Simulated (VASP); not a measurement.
Wanted: the native input for a VASP 6.6.1 run.

| Quantity | Value |
| --- | --- |
| Task | single point |
| Functional | PBEsol |
| Potentials or basis | VASP PAW PBE potentials, release 64 (Mg, Zn, O) |
| Cutoff | 520 eV |
| k mesh | 2 × 2 × 2, shifted |
| Occupations | gaussian, width 0.02 eV |
| Spin | no spin polarisation |
| Dipole correction | no |
| Further INCAR settings | LREAL = Auto; ALGO = Normal; EDIFF = 1e-06; NBANDS = 181 |

The structure of MgZn17O18 (a cell with a defect) lies in POSCAR:

```
MgZn17O18
1.0
    0.0000000000      5.5954191282      5.2139362460
   -4.8457751099     -2.7977095641      5.2139362460
    4.8457751098     -2.7977095642      5.2139362460
Mg Zn O
1 17 18
Direct
    0.2772916315      0.6106249648      0.6106249648
    0.6109358990      0.6117459285      0.2773002330
    0.2784125951      0.2773002330      0.9442692323
    0.2784125951      0.9442692323      0.2773002330
    0.6109358990      0.2773002330      0.6117459285
    0.9439668997      0.6117459285      0.9442692323
    0.9453295962      0.2786629296      0.2786629296
    0.6114997702      0.9448331035      0.9448331035
    0.9439668997      0.9442692323      0.6117459285
    0.2231179903      0.5564513236      0.2213947033
    0.5554738811      0.5565740332      0.8888072144
    0.2231179903      0.2213947033      0.5564513236
    0.2232406999      0.8888072144      0.8888072144
    0.5560037266      0.2226076198      0.2226076198
    0.8880613700      0.5564513236      0.5564513236
    0.8892742865      0.2226076198      0.8893370600
    0.5554738811      0.8888072144      0.5565740332
    0.8892742865      0.8893370600      0.2226076198
    0.4034774067      0.7368107400      0.7368107400
    0.7373217463      0.7378895679      0.4041151524
    0.4045562346      0.4041151524      0.0706550797
    0.4045562346      0.0706550797      0.4041151524
    0.7373217463      0.4041151524      0.7378895679
    0.0707818191      0.7378895679      0.0706550797
    0.0718930836      0.4052264169      0.4052264169
    0.7378143571      0.0711476905      0.0711476905
    0.0707818191      0.0706550797      0.7378895679
    0.3487786439      0.6821119773      0.3486904601
    0.6819150717      0.6823379849      0.0152484051
    0.3487786439      0.3486904601      0.6821119773
    0.3490046516      0.0152484051      0.0152484051
    0.6824373757      0.3490228682      0.3490228682
    0.0153571267      0.6821119773      0.6821119773
    0.0156895348      0.3490228682      0.0157707090
    0.6819150717      0.0152484051      0.6823379849
    0.0156895348      0.0157707090      0.3490228682
```

The input as run:

INCAR

```
SYSTEM = MgZn17O18
  ALGO = Normal
  EDIFF = 1E-6
  ENCUT = 520
  GGA = PS
  ISIF = 2
  ISMEAR = 0
  LASPH = .TRUE.
  LCHARG = .TRUE.
  LELF = .TRUE.
  LREAL = Auto
  LVHAR = .TRUE.
  LWAVE = .FALSE.
  NBANDS = 181
  NELM = 60
  PREC = Accurate
  SIGMA = 0.02
```

KPOINTS

```
Automatic mesh
0
Gamma
  2 2 2
  0.5 0.5 0.5
```

Potentials or basis: VASP PAW PBE potentials, release 64 (Mg, Zn, O).

Launch:

```console
$ cat potpaw_PBE.64/Mg/POTCAR potpaw_PBE.64/Zn/POTCAR potpaw_PBE.64/O/POTCAR > POTCAR
$ mpirun -np 1 vasp_std > vasp.out
```

It gave:

```json
{
  "Pressure": "1.0 GPa",
  "Largest force": "0.068 eV/Å",
  "Band gap on the k mesh": "2.06 eV"
}
```

Caveat: the PAW data sets were made with another functional, which shifts forces and pressure a little.

Wall time 11 min on 1 thread of Intel Xeon 8259CL, with other jobs on the host, peak memory 0.54 GiB.
